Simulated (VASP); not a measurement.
# Sr (Cmcm) in VASP: further runs

Sr is run at these levels: PBE; tasks: single point.

Program: VASP 6.6.1. These are calculated values, not measurements. Logs are shortened: lines on timing, memory, paths and dates and some standing lists are left out, and cuts for length are marked.

**1. The cell of the first run**

It takes space group Cmcm (No. 63, orthorhombic). Conventional cell: a = 3.873 Å, b = 8.334 Å, c = 6.768 Å, α = 90.00°, β = 90.00°, γ = 90.00°. Within 5.1 Å of Sr (site symmetry m2m) lie 12 Sr at 3.87 to 4.60 Å.

**2. Single point, PBE**

Contents of INCAR:

```
ALGO     = Fast           # electronic algorithm
EDIFF    = 1E-6           # SCF threshold, eV
ENCUT    = 520            # plane-wave cutoff, eV
GGA      = PE             # functional
ISIF     = 2              # what is computed and relaxed
ISMEAR   = 0              # smearing method
LASPH    = True           # aspherical terms in the spheres
LCHARG   = False          # write CHGCAR
LREAL    = False          # projectors in reciprocal space
LWAVE    = False          # write WAVECAR
NBANDS   = 17             # bands
NELM     = 60             # most SCF steps
PREC     = Accurate       # precision mode
SIGMA    = 0.15           # smearing width, eV
```

Contents of KPOINTS:

```
k-points
0
Gamma
  12 12 6
```

Contents of POSCAR:

```
Sr
1.0
    3.8729890989      0.0000000000      0.0000000000
   -1.9364945495      4.1672237842      0.0000000000
    0.0000000000      0.0000000000      6.7678499241
Sr
2
Direct
    0.3333333333      0.6666666667      0.2500000000
    0.6666666667      0.3333333333      0.7500000000
```

Potentials or basis: VASP PAW PBE potentials, release 64 (Sr_sv).

On the command line:

```bash
$ cat potpaw_PBE.64/Sr_sv/POTCAR > POTCAR
$ mpirun -np 1 vasp_std > vasp.out
```

OUTCAR:

```text
EDIFF = 1E-6
   ENCUT = 520
   GGA = PE
   ISIF = 2
   ISMEAR = 0
   LASPH = True
   LREAL = False
   NELM = 60
   PREC = Accurate

 ion  position               nearest neighbor table
   1  0.333  0.667  0.250-   2 4.14   2 4.14   2 4.14   2 4.14   2 4.38   2 4.38
   2  0.667  0.333  0.750-   1 4.14   1 4.14   1 4.14   1 4.14   1 4.38   1 4.38

  LATTYP: Found a base centered orthorhombic cell.
 ALAT       =     3.8729890989
 B/A-ratio  =     2.1519419125
 C/A-ratio  =     1.7474487408

  Lattice vectors:

 A1 = (   1.9364945495,  -4.1672237842,   0.0000000000)
 A2 = (   1.9364945494,   4.1672237842,   0.0000000000)
 A3 = (   0.0000000000,   0.0000000000,   6.7678499241)

Analysis of symmetry for initial positions (statically):
=====================================================================
 Subroutine PRICEL returns:
 Original cell was already a primitive cell.

 Routine SETGRP: Setting up the symmetry group for a
 base centered orthorhombic supercell.

 Subroutine GETGRP returns: Found  8 space group operations
 (whereof  4 operations were pure point group operations)
 out of a pool of  8 trial point group operations.

The static configuration has the point symmetry C_2h.
 The point group associated with its full space group is D_2h.

Analysis of symmetry for dynamics (positions and initial velocities):
=====================================================================
 Subroutine PRICEL returns:
 Original cell was already a primitive cell.

 Routine SETGRP: Setting up the symmetry group for a
 base centered orthorhombic supercell.

 Subroutine GETGRP returns: Found  8 space group operations
 (whereof  4 operations were pure point group operations)
 out of a pool of  8 trial point group operations.

The dynamic configuration has the point symmetry C_2h.
 The point group associated with its full space group is D_2h.

 Subroutine INISYM returns: Found  8 space group operations
 (whereof  4 operations are pure point group operations),
 and found     1 'primitive' translations

----------------------------------------------------------------------------------------

                                     Primitive cell

  volume of cell :     109.2305

  direct lattice vectors                    reciprocal lattice vectors
     3.872989099  0.000000000  0.000000000     0.258198506  0.119983957  0.000000000
    -1.936494550  4.167223784  0.000000000     0.000000000  0.239967914  0.000000000
     0.000000000  0.000000000  6.767849924     0.000000000  0.000000000  0.147757414

  length of vectors
     3.872989099  4.595189355  6.767849924     0.284714978  0.239967914  0.147757414

  position of ions in fractional coordinates (direct lattice)
     0.333333333  0.666666667  0.250000000
     0.666666667  0.333333333  0.750000000

  ion indices of the primitive-cell ions
   primitive index   ion index
                 1           1
                 2           2

----------------------------------------------------------------------------------------

 KPOINTS: k-points

Automatic generation of k-mesh.
 Grid dimensions read from file:
 generate k-points for:   12   12    6

 Generating k-lattice:

  Cartesian coordinates                     Fractional coordinates (reciprocal lattice)
     0.021516542  0.009998663  0.000000000     0.083333333 -0.000000000  0.000000000
     0.000000000  0.019997326  0.000000000     0.000000000  0.083333333  0.000000000
     0.000000000  0.000000000  0.024626236     0.000000000  0.000000000  0.166666667

  Length of vectors
     0.023726248  0.019997326  0.024626236

  Shift w.r.t. Gamma in fractional coordinates (k-lattice)
     0.000000000  0.000000000  0.000000000

 Subroutine IBZKPT returns following result:
 ===========================================

 Found    172 irreducible k-points:

 Following reciprocal coordinates:
            Coordinates               Weight
  0.000000  0.000000  0.000000      1.000000
  0.083333 -0.000000  0.000000      4.000000
  0.166667 -0.000000  0.000000      4.000000
  0.250000 -0.000000  0.000000      4.000000
  0.333333 -0.000000  0.000000      4.000000
  0.416667 -0.000000  0.000000      4.000000
[... 16 lines left out ...]
  0.333333  0.166667  0.000000      4.000000
  0.416667  0.166667  0.000000      4.000000
 [... further k-points ...]
   k-points           NKPTS =    172   k-points in BZ     NKDIM =    172   number of bands    NBANDS=     17
   number of dos      NEDOS =    301   number of ions     NIONS =      2
   total plane-waves  NPLWV =  54000
   dimension x,y,z NGX =    30 NGY =   36 NGZ =   50
   dimension x,y,z NGXF=    60 NGYF=   72 NGZF=  100
   ions per type =               2
   NGX,Y,Z   is equivalent  to a cutoff of  12.88, 13.02, 12.28 a.u.
   NGXF,Y,Z  is equivalent  to a cutoff of  25.75, 26.05, 24.56 a.u.
 SYSTEM =  unknown system
   PREC   = accura    normal or accurate (medium, high low for compatibility)
   ISTART =      0    job   : 0-new  1-cont  2-samecut
   ICHARG =      2    charge: 1-file 2-atom 10-const
   ISPIN  =      1    spin polarized calculation?
   LNONCOLLINEAR =      F non collinear calculations
   LSORBIT =      F    spin-orbit coupling
   LASPH  =      T    aspherical Exc in radial PAW
   ENCUT  =  520.0 eV  38.22 Ry    6.18 a.u.   7.20  8.54 12.58*2*pi/ulx,y,z
   NELM   =     60;   NELMIN=  2; NELMDL= -5     # of ELM steps
   EDIFF  = 0.1E-05   stopping-criterion for ELM
   LREAL  =      F    real-space projection
   EDIFFG = 0.1E-04   stopping-criterion for IOM
   NSW    =      0    number of steps for IOM
   IBRION =     -1    ionic relax: 0-MD 1-quasi-New 2-CG
   NFREE  =      0    steps in history (QN), initial steepest desc. (CG)
   ISIF   =      2    stress and relaxation
   ISYM   =      2    0-nonsym 1-usesym 2-fastsym
   POTIM  = 0.5000    time-step for ionic-motion
   TEBEG  =    0.0;   TEEND  =   0.0 temperature during run
   PSTRESS=    0.0 pullay stress
   NELECT =      20.0000    total number of electrons
   NUPDOWN=      -1.0000    fix difference up-down
   EMIN   =  10.00;   EMAX   =-10.00  energy-range for DOS
   EFERMI =   0.00;   METHOD = LEGACY
   ISMEAR =     0;   SIGMA  =   0.15  broadening in eV -4-tet -1-fermi 0-gaus
   EFERMI_NEDOS =   21; number of points for ismear=-14 and -15
   IALGO  =     68    algorithm
   IMIX   =      4    mixing-type and parameters
     AMIX     =   0.40;   BMIX     =  1.00
     AMIX_MAG =   1.60;   BMIX_MAG =  1.00
  volume/ion in A,a.u.               =      54.62       368.56
  Fermi-wavevector in a.u.,A,eV,Ry     =   0.929616  1.756719 11.757961  0.864186
  Thomas-Fermi vector in A             =   2.055917
   LORBIT       =      0    0 simple, 1 ext, 2 COOP (PROOUT), +10 PAW based schemes
   GGA     = PE    functional components
   LHFCALC =     F    Hartree Fock is set to
   AEXX    =    0.0000 exact exchange contribution
   IVDW    =     0    specifies the selected vdW correction
   LEPSILON=     F    determine dielectric tensor
   LRPA    =     F    only Hartree local field effects (RPA)
 non-spin polarized calculation
 RMM-DIIS sequential band-by-band and
 Gauss-broadening in eV      SIGMA  =   0.15
  energy-cutoff  :      520.00
  volume of cell :      109.23
 maximum number of plane-waves:      2966
 NGX is ok and might be reduce to    30
   NGX = 15   NGY = 17   NGZ = 25

 number of electron      20.0000000 magnetization

 Free energy of the ion-electron system (eV)
  ---------------------------------------------------
  ext. energy  EPLUGINS =         0.00000000
  ---------------------------------------------------
  free energy    TOTEN  =        -3.10771987 eV

  energy without entropy =       -3.07548379  energy(sigma->0) =       -3.09160183

 E-fermi :   1.5591     XC(G=0):  -7.3641

 val. band max:        1.5578678835   @ k =   0.2500   0.3333   0.3333
 cond. band min:       1.5613890724   @ k =   0.4167   0.0833   0.0000
 fundamental gap:      0.0035211889
 Fermi energy:         1.5590587267

 k-point     1 :       0.0000    0.0000    0.0000
  band No.  band energies     occupation
      1     -35.0329      2.00000
      2     -35.0154      2.00000
      3     -17.1329      2.00000
      4     -16.9669      2.00000
      5     -16.9328      2.00000
      6     -16.9164      2.00000
[... 9 lines left out ...]
     16       4.9730      0.00000
     17       5.1924      0.00000

 k-point     2 :       0.0833   -0.0000    0.0000
  band No.  band energies     occupation
      1     -35.0314      2.00000
      2     -35.0145      2.00000
      3     -17.1270      2.00000
      4     -16.9678      2.00000
      5     -16.9397      2.00000
      6     -16.9281      2.00000
[... 9 lines left out ...]
     16       4.8203      0.00000
     17       4.8535      0.00000

 k-point     3 :       0.1667   -0.0000    0.0000
  band No.  band energies     occupation
      1     -35.0272      2.00000
      2     -35.0120      2.00000
      3     -17.1102      2.00000
      4     -16.9859      2.00000
      5     -16.9733      2.00000
      6     -16.9509      2.00000
[... 9 lines left out ...]
     16       4.3364      0.00000
     17       4.7637      0.00000

 k-point     4 :       0.2500   -0.0000    0.0000
  band No.  band energies     occupation
      1     -35.0212      2.00000
      2     -35.0087      2.00000
      3     -17.0851      2.00000
      4     -17.0507      2.00000
      5     -17.0284      2.00000
      6     -16.9669      2.00000
[... 9 lines left out ...]
     16       4.2003      0.00000
     17       4.8227      0.00000

 k-point     5 :       0.3333   -0.0000    0.0000
  band No.  band energies     occupation
      1     -35.0149      2.00000
      2     -35.0058      2.00000
      3     -17.1153      2.00000
      4     -17.0955      2.00000
      5     -17.0552      2.00000
      6     -16.9696      2.00000
[... 9 lines left out ...]
     16       4.7531      0.00000
     17       5.2110      0.00000

 k-point     6 :       0.4167   -0.0000    0.0000
  band No.  band energies     occupation
      1     -35.0097      2.00000
      2     -35.0043      2.00000
      3     -17.1623      2.00000
      4     -17.1441      2.00000
      5     -17.0258      2.00000
      6     -16.9711      2.00000
[... 9 lines left out ...]
     16       5.3038      0.00000
     17       5.5335      0.00000

 k-point     7 :       0.5000   -0.0000    0.0000
  band No.  band energies     occupation
      1     -35.0073      2.00000
      2     -35.0042      2.00000
      3     -17.1795      2.00000
      4     -17.1617      2.00000
      5     -17.0093      2.00000
      6     -16.9716      2.00000
[... 9 lines left out ...]
     16       5.5435      0.00000
     17       5.9085      0.00000

 k-point     8 :       0.0000    0.0833    0.0000
  band No.  band energies     occupation
      1     -35.0325      2.00000
      2     -35.0154      2.00000
      3     -17.1299      2.00000
      4     -16.9716      2.00000
      5     -16.9384      2.00000
      6     -16.9175      2.00000
[... 9 lines left out ...]
     16       5.0363      0.00000
     17       5.1205      0.00000
[... 203 lines left out ...]
      1     -35.0314      2.00000
      2     -35.0153      2.00000
      3     -17.1215      2.00000
      4     -16.9844      2.00000
      5     -16.9538      2.00000
      6     -16.9204      2.00000
[... 9 lines left out ...]
     16       4.9362      0.00000
     17       5.2392      0.00000

 k-point    20 :       0.0833    0.1667    0.0000
  band No.  band energies     occupation
      1     -35.0293      2.00000
      2     -35.0144      2.00000
      3     -17.1108      2.00000
      4     -16.9913      2.00000
      5     -16.9658      2.00000
      6     -16.9372      2.00000
[... 9 lines left out ...]
     16       4.6796      0.00000
     17       5.2307      0.00000

 k-point    21 :       0.1667    0.1667    0.0000
  band No.  band energies     occupation
      1     -35.0247      2.00000
      2     -35.0120      2.00000
      3     -17.0905      2.00000
      4     -16.9991      2.00000
      5     -16.9946      2.00000
      6     -16.9692      2.00000
[... 9 lines left out ...]
     16       4.7499      0.00000
     17       5.2218      0.00000

 k-point    22 :       0.2500    0.1667    0.0000
  band No.  band energies     occupation
      1     -35.0188      2.00000
      2     -35.0090      2.00000
      3     -17.0635      2.00000
      4     -17.0603      2.00000
      5     -17.0290      2.00000
      6     -16.9929      2.00000
[... 9 lines left out ...]
     16       5.1036      0.00000
     17       5.3901      0.00000

 k-point    23 :       0.3333    0.1667    0.0000
  band No.  band energies     occupation
      1     -35.0127      2.00000
      2     -35.0065      2.00000
      3     -17.1217      2.00000
      4     -17.0949      2.00000
      5     -17.0335      2.00000
      6     -16.9875      2.00000
[... 9 lines left out ...]
     16       5.3787      0.00000
     17       5.6969      0.00000

 k-point    24 :       0.4167    0.1667    0.0000
  band No.  band energies     occupation
      1     -35.0079      2.00000
      2     -35.0053      2.00000
      3     -17.1641      2.00000
      4     -17.1438      2.00000
      5     -17.0067      2.00000
      6     -16.9790      2.00000
[... 9 lines left out ...]
     16       5.1003      0.00000
     17       5.6137      0.00000

 [... further k-points ...]

------------------------ aborting loop because EDIFF is reached ----------------------------------------

  FORCE on cell =-STRESS in cart. coord.  units (eV):
  Direction    XX          YY          ZZ          XY          YZ          ZX
  --------------------------------------------------------------------------------------
  -------------------------------------------------------------------------------------
  Total        1.8978578     -1.3838269      0.4091325      0.0000000      0.0000000      0.0000000
  in kB       27.8375138    -20.2977794      6.0010981      0.0000000      0.0000000      0.0000000
  external PRESSURE =       4.5136108 kB  Pullay stress =       0.0000000 kB

 VOLUME and BASIS-vectors are now :
 -----------------------------------------------------------------------------
  energy-cutoff  :      520.00
  volume of cell :      109.23
      direct lattice vectors                 reciprocal lattice vectors
     3.872989099  0.000000000  0.000000000     0.258198506  0.119983957  0.000000000
    -1.936494550  4.167223784  0.000000000     0.000000000  0.239967914  0.000000000
     0.000000000  0.000000000  6.767849924     0.000000000  0.000000000  0.147757414

 POSITION                                       TOTAL-FORCE (eV/Angst)
 -----------------------------------------------------------------------------------
     -0.00000      2.77815      1.69196        -0.000000      0.215369      0.000000
      1.93649      1.38907      5.07589         0.000000     -0.215369      0.000000
 -----------------------------------------------------------------------------------
    total drift:                               -0.000000      0.000000     -0.000000

  FREE ENERGIE OF THE ION-ELECTRON SYSTEM (eV)
  ---------------------------------------------------
  free  energy   TOTEN  =        -3.1077198700 eV

  energy  without entropy=       -3.0754837878  energy(sigma->0) =       -3.09160183
```

It took 2.5 min on 1 thread of Intel Xeon 6975P-C (Granite Rapids), shared host; peak memory 0.41 GiB.

Results:

| Quantity | Value |
| --- | --- |
| Free energy | -3.1077 eV |
| Pressure | 0.5 GPa |
| Largest force | 0.215 eV/Å |
| Band gap on the k mesh | zero (bands 10 and 11 overlap by 0.27 eV) |

Forces in eV/Å, atoms in the order of the input:
```
Sr   0.000  0.215  0.000
Sr   0.000 -0.215  0.000
```

Caveat: the cell differs from its parent crystal (strain +e along x and -e along y -0.1100, strain +e along z and -e/2 along x and y -0.0350).

**3. Single point, PBE**

Contents of INCAR:

```
  PREC = Accurate
  ENCUT = 520
  EDIFF = 1E-6
  ISMEAR = 0
  SIGMA = 0.15
  LREAL = F
  LASPH = T
  NELM = 100
  ALGO = Fast
  ISIF = 2
  LWAVE = F
  LCHARG = F
  GGA = PE
  NBANDS = 17
```

Contents of KPOINTS:

```
regular mesh
0
Gamma
  12 12 6
```

Contents of POSCAR:

```
Sr
1.0
    4.6518546753      0.0000000000      0.0000000000
   -2.3259273376      3.6220659055      0.0000000000
    0.0000000000      0.0000000000      6.5223838647
Sr
2
Direct
    0.3333333333      0.6666666667      0.2500000000
    0.6666666667      0.3333333333      0.7500000000
```

Potentials or basis: VASP PAW PBE potentials, release 64 (Sr_sv).

On the command line:

```bash
$ cat potpaw_PBE.64/Sr_sv/POTCAR > POTCAR
$ mpirun -np 1 vasp_std > vasp.out
```

Run time: 2.1 min. Hardware: 1 thread of Intel Xeon 6975P-C (Granite Rapids), shared host; peak memory 0.42 GiB.

Results (log left out):

| Property | Result |
| --- | --- |
| Free energy | -3.2062 eV |
| Pressure | 0.2 GPa |
| Largest force | 0.143 eV/Å |
| Band gap on the k mesh | zero (bands 10 and 11 overlap by 0.22 eV) |

Forces in eV/Å, atoms in the order of the input:
```
Sr   0.000 -0.143  0.000
Sr   0.000  0.143  0.000
```

Stress tensor (GPa, compression positive):
```
-1.12  0.00  0.00
 0.00  0.27  0.00
 0.00  0.00  1.51
```

Levels at points of the mesh, in eV from the Fermi level:
| k point | band 8 | band 9 | band 10 | band 11 | band 12 | band 13 |
| --- | --- | --- | --- | --- | --- | --- |
| (0.00, 0.00, 0.00) | -18.50 | -3.65 | -0.88 | 0.49 | 1.69 | 2.29 |
| (0.50, 0.00, 0.00) | -18.52 | -1.36 | -0.74 | 0.17 | 0.18 | 1.41 |
| (0.00, 0.50, 0.00) | -18.54 | -1.03 | -0.42 | 0.10 | 0.20 | 1.50 |
| (0.00, 0.00, 0.50) | -18.53 | -2.56 | -2.56 | 1.59 | 1.59 | 1.67 |
| (0.50, 0.00, 0.50) | -18.54 | -0.90 | -0.90 | 0.12 | 0.12 | 1.46 |
| (0.00, 0.50, 0.50) | -18.56 | -0.67 | -0.67 | 0.41 | 0.41 | 1.49 |

Caveat: the cell differs from its parent crystal (strain +e along x and -e along y +0.0550, strain +e along z and -e/2 along x and y -0.0700).

**4. Single point, PBE**

Contents of INCAR:

```
PREC     = Accurate       # precision mode
ENCUT    = 520            # plane-wave cutoff, eV
EDIFF    = 1E-7           # SCF threshold, eV
ISMEAR   = 0              # smearing method
SIGMA    = 0.15           # smearing width, eV
LREAL    = F              # projectors in reciprocal space
LASPH    = T              # aspherical terms in the spheres
NELM     = 60             # most SCF steps
ALGO     = Fast           # electronic algorithm
ISIF     = 2              # what is computed and relaxed
LWAVE    = F              # write WAVECAR
LCHARG   = F              # write CHGCAR
GGA      = PE             # functional
NBANDS   = 17             # bands
```

Contents of KPOINTS:

```
Automatic mesh
0
Gamma
  12 12 6
```

Contents of POSCAR:

```
Sr
1.0
    4.1824014512      0.0000000000      0.0000000000
   -2.0912007256      4.0286243235      0.0000000000
    0.0000000000      0.0000000000      6.5223838647
Sr
2
Direct
    0.3333333333      0.6666666667      0.2500000000
    0.6666666667      0.3333333333      0.7500000000
```

On the command line:

```bash
$ cat potpaw_PBE.64/Sr_sv/POTCAR > POTCAR
$ mpirun -np 1 vasp_std > vasp.out
```

Wall time 3.2 min (1 thread of Intel Xeon 6975P-C (Granite Rapids), shared host); peak memory 0.42 GiB.

It converged, with:

```yaml
Free_energy: -3.2009 eV
Pressure: 0.3 GPa
Largest_force: 0.134 eV/Å
Band_gap_on_the_k_mesh: zero (bands 10 and 11 overlap by 0.28 eV)
```

Forces on the atoms (eV/Å):
```
Sr   0.000  0.134  0.000
Sr   0.000 -0.134  0.000
```

Stress tensor (GPa, compression positive):
```
 0.54  0.00  0.00
 0.00 -1.30  0.00
 0.00  0.00  1.53
```

Levels at points of the mesh, in eV from the Fermi level:
```tsv
k point	band 6	band 7	band 8	band 9	band 10	band 11	band 12	band 13	band 14	band 15
(0.00, 0.00, 0.00)	-18.51	-18.50	-18.50	-3.64	-0.87	0.49	1.69	2.29	2.67	2.68
(0.50, 0.00, 0.00)	-18.58	-18.57	-18.53	-1.12	-0.51	0.15	0.18	1.47	1.88	2.35
(0.00, 0.50, 0.00)	-18.57	-18.55	-18.51	-1.49	-0.85	0.16	0.19	1.38	1.96	2.28
(0.00, 0.00, 0.50)	-18.53	-18.52	-18.52	-2.55	-2.55	1.57	1.57	1.70	1.70	2.48
(0.50, 0.00, 0.50)	-18.57	-18.55	-18.55	-0.73	-0.73	0.33	0.33	1.49	1.49	2.53
(0.00, 0.50, 0.50)	-18.54	-18.54	-18.54	-0.99	-0.99	0.02	0.02	1.44	1.44	3.10
```

Caveat: the cell differs from its parent crystal (strain +e along x and -e along y -0.0550, strain +e along z and -e/2 along x and y -0.0700).

[end of part 1 of 2]
